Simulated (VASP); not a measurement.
# Cd4Sn: relaxation of cell and atoms with PBE

The system is Cd4Sn.

```
CELL_PARAMETERS angstrom
5.26252 0.00000 0.00000
0.00000 5.26252 0.00000
0.00000 0.00000 5.26252
ATOMIC_POSITIONS crystal
Sn 0.00000 0.00000 0.00000
Cd 0.25000 0.25000 0.25000
Cd 0.75000 0.75000 0.25000
Cd 0.25000 0.75000 0.75000
Cd 0.75000 0.25000 0.75000
```

```yaml
Program: VASP 6.6.1
Task: relaxation of cell and atoms
Functional: PBE
Potentials_or_basis: VASP PAW PBE potentials, release 64 (Sn_d, Cd)
Cutoff: 600 eV
k_mesh: 4 × 4 × 4
Occupations: fermi-dirac, width 0.1 eV
Spin: no spin polarisation
Dipole_correction: no
Further_INCAR_settings: ALGO = Normal; EDIFF = 1e-07; IBRION = 2; EDIFFG = -0.01; NSW = 60; ISIF = 3
```

The relaxed volume is 30.12 Å³/atom and the relaxed cell is a = 5.320 Å, b = 5.320 Å, c = 5.320 Å, α = 90.00°, β = 90.00°, γ = 90.00°. The space group after relaxing (to 0.05 Å) is P-43m (No. 215) and the energy gained by relaxing is 1155.1 meV/atom. The ionic steps are 16 and the pressure after relaxing is 0.0 GPa. The band gap on the k mesh is zero (band 31 reaches 3.27 eV, above the bottom of band 32 at 0.20 eV).

Step by step:
```csv
step,energy change (eV),largest force (eV/Å),pressure (GPa),volume (Å³)
1,0.0000,7.2604,18.48,145.74
2,-4.3392,0.1575,-3.31,228.78
3,-4.6904,0.9033,-2.02,196.17
4,-4.9989,0.9147,-1.98,184.67
5,-5.6994,0.5971,-0.12,152.91
6,1.4451,11.7838,50.52,100.73
7,-5.5998,0.9401,0.51,151.26
8,-5.1198,0.8391,9.21,124.29
9,-5.6337,0.8619,1.46,145.69
10,-5.6432,0.6293,2.66,139.96
11,-5.6518,0.7639,2.07,142.14
12,-5.7160,0.0767,2.12,141.09
13,-5.7751,0.0417,0.03,150.41
14,-5.7751,0.0421,0.03,150.45
15,-5.7754,0.0144,0.01,150.55
16,-5.7754,0.0022,0.00,150.60
```

Final structure:
```cif
data_structure
_symmetry_space_group_name_H-M 'P 1'
_symmetry_Int_Tables_number 1
_cell_length_a 5.3204
_cell_length_b 5.3204
_cell_length_c 5.3204
_cell_angle_alpha 90.000
_cell_angle_beta 90.000
_cell_angle_gamma 90.000
_cell_volume 150.60
loop_
_atom_site_label
_atom_site_type_symbol
_atom_site_fract_x
_atom_site_fract_y
_atom_site_fract_z
_atom_site_occupancy
Sn1 Sn 0.00000 0.00000 0.00000 1
Cd1 Cd 0.30141 0.30141 0.30141 1
Cd2 Cd 0.69859 0.69859 0.30141 1
Cd3 Cd 0.30141 0.69859 0.69859 1
Cd4 Cd 0.69859 0.30141 0.69859 1
```

Levels at points of the mesh, in eV from the Fermi level:
```csv
k point,band 27,band 28,band 29,band 30,band 31,band 32,band 33,band 34,band 35,band 36
"(0.00, 0.00, 0.00)",-4.78,-1.89,-1.89,-1.89,-0.04,-0.04,2.18,2.18,2.18,3.68
"(0.50, 0.00, 0.00)",-5.87,-1.59,-1.53,-1.53,-1.17,1.06,1.08,1.08,2.25,4.46
"(0.50, 0.50, 0.00)",-4.88,-3.97,-3.97,-0.60,1.18,1.36,1.36,1.48,1.87,2.57
"(0.50, 0.50, 0.50)",-4.07,-2.89,-2.89,-2.89,-1.89,-1.89,-1.89,5.83,5.83,5.83
```

It took 16 min on 1 thread of Intel Xeon 6975P-C, with other jobs on the host, peak memory 0.3 GiB.

Caveat: spin-orbit coupling is left out, which moves the levels of the heavy elements.
